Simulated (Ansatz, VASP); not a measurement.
# One calculation of Ge, two programs

```
CELL_PARAMETERS angstrom
3.99759 0.00000 0.00000
-1.99879 3.46201 0.00000
0.00000 0.00000 6.59938
ATOMIC_POSITIONS crystal
Ge 0.66667 0.33333 0.06290
Ge 0.33333 0.66667 0.56290
Ge 0.66667 0.33333 0.43710
Ge 0.33333 0.66667 0.93710
```

Alike in both runs: task relaxation of cell and atoms; functional BLYP; dispersion D3(BJ); k mesh 6 × 6 × 3; occupations fermi-dirac, width 0.1 eV; no spin polarisation.

|  | VASP | Ansatz |
| --- | --- | --- |
| version | VASP 6.6.1 | Ansatz 0.2.0 |
| potentials or method | VASP PAW PBE potentials, release 64 (Ge_d), cutoff 600 eV | plane waves, PAW |
| valence electrons in the cell | 56 | 56 |

VASP gave:

| Property | Result |
| --- | --- |
| relaxed volume (Å³/atom) | 23.58 |
| relaxed cell length with the largest relative difference (Å) | 4.041 |

Which values does Ansatz return?

Relaxed volume (Å³/atom): 23.50; relaxed cell length with the largest relative difference (Å): 4.037.

VASP's potentials were made for PBE, not for BLYP.
